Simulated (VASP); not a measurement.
Runs of VASP 6.6.1 on Si. The structure is that of space group Im-3m (No. 229), or close to it. The cells are those of the table. 

| task | cell | k mesh | cutoff (eV) | smearing | k mesh for the DOS | occupations for the DOS | gap on the mesh (eV) | pressure (GPa) |
| --- | --- | --- | --- | --- | --- | --- | --- | --- |
| single point | a = 2.187 Å, angles 109.5°, 1 atom | 17 × 17 × 17, shifted | 500 | fermi-dirac 0.05 eV | - | - | none | 192.2 |
| single point | a = 2.046 Å, angles 109.5°, 1 atom | 17 × 17 × 17 | 520 | fermi-dirac 0.05 eV | - | - | none | (a) |
| single point | a = 2.669 Å, angles 109.5°, 1 atom | 17 × 17 × 17 | 520 | fermi-dirac 0.05 eV | - | - | none | 0.0 |
| single point | a = 2.624 Å, angles 109.5°, 1 atom | 17 × 17 × 17 | 520 | fermi-dirac 0.05 eV | - | - | none | 5.3 |
| single point | a = 2.425 Å, angles 109.5°, 1 atom | 17 × 17 × 17 | 520 | fermi-dirac 0.05 eV | - | - | none | 49.2 |
| single point | a = 1.967 Å, angles 109.5°, 1 atom | 17 × 17 × 17 | 520 | fermi-dirac 0.05 eV | - | - | none | (b) |
| single point | a = 2.312 Å, angles 109.5°, 1 atom | 17 × 17 × 17 | 520 | fermi-dirac 0.05 eV | - | - | none | (c) |
| single point | a = 2.046 Å, angles 109.5°, 1 atom | 17 × 17 × 17, shifted | 500 | fermi-dirac 0.05 eV | - | - | none | 387.3 |
| single point | a = 1.967 Å, angles 109.5°, 1 atom | 17 × 17 × 17, shifted | 520 | fermi-dirac 0.1 eV | - | - | none | 562.8 |

Alike in all rows: level PBE; potentials or basis VASP PAW PBE potentials, release 64 (Si); no spin polarisation.

Problem. Fill in the values left out.

Solution. (a) 388.5; (b) 562.1; (c) 98.6.

A gap of «none» marks levels without a gap at the run's occupations.
